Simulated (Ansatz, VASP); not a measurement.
W in VASP and in Ansatz

```
W
1.0
    -2.03000   -2.03000    0.00000
     2.03000   -2.03000    0.00000
    -1.69180    0.00000   12.18000
W
6
Cartesian
  0.0000 0.0000 11.1648
  0.0000 -2.0300 1.0148
  0.0000 0.0000 3.0448
  0.0000 -2.0300 5.0748
  0.0000 0.0000 7.1048
  0.0000 -2.0300 9.1348
```

Alike in both runs: task single point; functional PBEsol; k mesh 16 × 16 × 4; occupations gaussian, width 0.15 eV; no spin polarisation.

|  | VASP | Ansatz |
| --- | --- | --- |
| version | VASP 6.6.1 | Ansatz 0.2.0 |
| potentials or method | VASP PAW PBE potentials, release 64 (W_sv), cutoff 520 eV | scalar-relativistic, plane waves, PAW |
| valence electrons in the cell | 84 | 84 |

```tsv
	VASP	Ansatz	Ansatz less VASP
gap on the k mesh at the Fermi level (eV)	none	none	-
pressure (GPa)	1.7	0.1	-1.65
traceless stress, the component that is largest in VASP (GPa)	20.18	17.85	-2.328
rms of the force components (eV/Å)	3.452	3.085	-0.3672
```

VASP's potentials were made for PBE, not for PBEsol. Atom by atom the forces differ by 0.368 eV/Å (rms over components). A gap of «none» marks a metal or a gap that the smearing closes.

Spin-orbit coupling is off throughout.
